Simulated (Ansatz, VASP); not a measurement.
Two plane-wave programs on Sr

```
Sr
1.0
    -2.35238    2.35238    2.35238
     2.35238   -2.35238    2.35238
     2.35238    2.35238   -2.35238
Sr
1
Direct
  0.00000 0.00000 0.00000
```

Alike in both runs: task single point; functional PBE; k mesh 15 × 15 × 15; occupations fermi-dirac, width 0.1 eV; no spin polarisation.

|  | VASP | Ansatz |
| --- | --- | --- |
| version | VASP 6.6.1 | Ansatz 0.2.0 |
| potentials or method | VASP PAW PBE potentials, release 64 (Sr_sv), cutoff 520 eV | plane waves (420 eV) with PAW, scalar-relativistic |
| valence electrons in the cell | 10 | 10 |

|  | VASP | Ansatz | Ansatz less VASP |
| --- | --- | --- | --- |
| pressure (GPa) | 0.5 | 0.5 | -0.01 |
